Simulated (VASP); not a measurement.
Write the native input for VASP 6.6.1 that does the following.

```yaml
Task: single point
Functional: PBE
Potentials_or_basis: VASP PAW PBE potentials, release 64 (Rb_sv, Br)
Cutoff: 520 eV
k_mesh: 5 × 5 × 5
Occupations: fermi-dirac, width 0.05 eV
Spin: no spin polarisation
Dipole_correction: no
Further_INCAR_settings: ALGO = Normal; EDIFF = 1e-06; NBANDS = 15
```

The structure of RbBr lies in POSCAR:

```
RbBr
1.0
    4.1928263887      0.0000000000      0.0000000000
    0.0000000000      4.1928263887      0.0000000000
    0.0000000000      0.0000000000      4.1928263887
Rb Br
1 1
Direct
    0.0000000000      0.0000000000      0.0000000000
    0.5000000000      0.5000000000      0.5000000000
```

These files were run (other wordings do the same):

INCAR

```
SYSTEM = RbBr
PREC = Accurate ; ENCUT = 520
EDIFF = 1E-6 ; ISMEAR = -1
SIGMA = 0.05 ; LREAL = .FALSE.
LASPH = .TRUE. ; NELM = 100
ALGO = Normal ; ISIF = 2
LWAVE = .FALSE. ; LCHARG = .FALSE.
GGA = PE ; NBANDS = 15
```

KPOINTS

```
Automatic mesh
0
G
  5 5 5
  0 0 0
```

Potentials or basis: VASP PAW PBE potentials, release 64 (Rb_sv, Br).

Run with:

```sh
$ cat potpaw_PBE.64/Rb_sv/POTCAR potpaw_PBE.64/Br/POTCAR > POTCAR
$ mpirun -np 1 vasp_std > vasp.out
```

Results of the run:

* Pressure: 0.1 GPa
* Band gap on the k mesh: 3.96 eV (least direct gap 4.07 eV)

Caveat: an odd mesh through Γ misses points on the zone boundary, where band edges can lie.

It took 18 s on 1 thread of AMD EPYC 7R13, on a shared host, peak memory 0.14 GiB.
